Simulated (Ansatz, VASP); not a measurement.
PbF2 in VASP and in Ansatz

POSCAR

```
PbF2
1.0
    0.0000000000      2.9800654360      2.9800654360
    2.9800654360      0.0000000000      2.9800654360
    2.9800654360      2.9800654360      0.0000000000
Pb F
1 2
Direct
    0.0000000000      0.0000000000      0.0000000000
    0.2500000000      0.2500000000      0.2500000000
    0.7500000000      0.7500000000      0.7500000000
```

INCAR.step1

```
SYSTEM = PbF2
PREC = Accurate ; ENCUT = 520
ISMEAR = 0 ; SIGMA = 0.05
LREAL = .False. ; LASPH = .True.
NELM = 100 ; NBANDS = 21
GGA = PE ; ALGO = Normal
EDIFF = 1E-4 ; LWAVE = .True.
LCHARG = .False.
```

The input INCAR.step2:

```
SYSTEM = PbF2
PREC = Accurate ; ENCUT = 520
EDIFF = 1E-6 ; ISMEAR = 0
SIGMA = 0.05 ; LREAL = .False.
LASPH = .True. ; NELM = 100
ALGO = Normal ; ISIF = 2
LWAVE = .False. ; LCHARG = .True.
METAGGA = R2SCAN ; LMIXTAU = .True.
LELF = .True. ; LVHAR = .True.
NBANDS = 21 ; ISTART = 1
```

File KPOINTS:

```
regular mesh
0
Gamma
  8 8 8
  0 0 0
```

Input for Ansatz:

```yaml
crystal:
  lattice:
    - [0.0, 2.980065436, 2.980065436]
    - [2.980065436, 0.0, 2.980065436]
    - [2.980065436, 2.980065436, 0.0]
  atoms:
    - { symbol: Pb, position: [0.0, 0.0, 0.0] }
    - { symbol: F, position: [0.25, 0.25, 0.25] }
    - { symbol: F, position: [0.75, 0.75, 0.75] }
basis:
  ecutwfc: 500
  ecutrho_ratio: 4
kpoints:
  mp_grid: { grid: [8, 8, 8] }
hamiltonian:
  xc: r2scan
scf:
  occupations: { method: gaussian, width: 0.05 }
output:
  forces: true
  stress: true
  eigenvalues: true
```

Alike in both runs: task single point; functional r2SCAN; k mesh 8 × 8 × 8; occupations gaussian, width 0.05 eV; no spin polarisation.

```csv
,VASP,Ansatz
version,VASP 6.6.1,Ansatz 0.2.0
potentials or method,"VASP PAW PBE potentials, release 64 (Pb_d, F), cutoff 520 eV","scalar-relativistic, plane waves, PAW"
valence electrons in the cell,28,28
```

|  | VASP | Ansatz | Ansatz less VASP |
| --- | --- | --- | --- |
| gap on the k mesh at the Fermi level (eV) | 4.94 | 4.94 | 0.000 |
| least direct gap on the mesh (eV) | 5.08 | 5.08 | -0.002 |
| pressure (GPa) | -1.5 | -1.4 | +0.09 |

VASP's potentials were made for PBE, not for r2SCAN. The functional is the same, so the differences come from potentials, cutoffs and numerics.

Spin-orbit coupling is off throughout.
